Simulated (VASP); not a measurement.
A run of VASP 6.6.1:

Contents of INCAR:

```
  PREC = Accurate
  ENCUT = 520
  EDIFF = 1E-6
  ISMEAR = 0
  SIGMA = 0.05
  LREAL = False
  LASPH = True
  NELM = 100
  ALGO = Normal
  ISIF = 2
  LWAVE = False
  LCHARG = False
  GGA = PE
  NBANDS = 28
```

The input KPOINTS:

```
Automatic mesh
0
Gamma
  8 8 6
```

Contents of POSCAR:

```
PbO
1.0
    4.0936320000      0.0000000000      0.0000000000
    0.0000000000      4.0936320000      0.0000000000
    0.0000000000      0.0000000000      4.9466700000
Pb O
2 2
Direct
    0.0000000000      0.5000000000      0.2351000000
    0.5000000000      0.0000000000      0.7649000000
    0.0000000000      0.0000000000      0.0000000000
    0.5000000000      0.5000000000      0.0000000000
```

Potentials or basis: VASP PAW PBE potentials, release 64 (Pb_d, O).

Command:

```sh
$ cat potpaw_PBE.64/Pb_d/POTCAR potpaw_PBE.64/O/POTCAR > POTCAR
$ mpirun -np 1 vasp_std > vasp.out
```

Hardware: 1 thread of AMD EPYC 7R13 Processor (Zen 3), on a shared host.

Problem. How long does it take, and how much memory?

Solution. Wall time 80 s on 1 thread of AMD EPYC 7R13 Processor (Zen 3), with other jobs on the host, peak memory 0.22 GiB. Counts: scf iterations 14, k points 60.
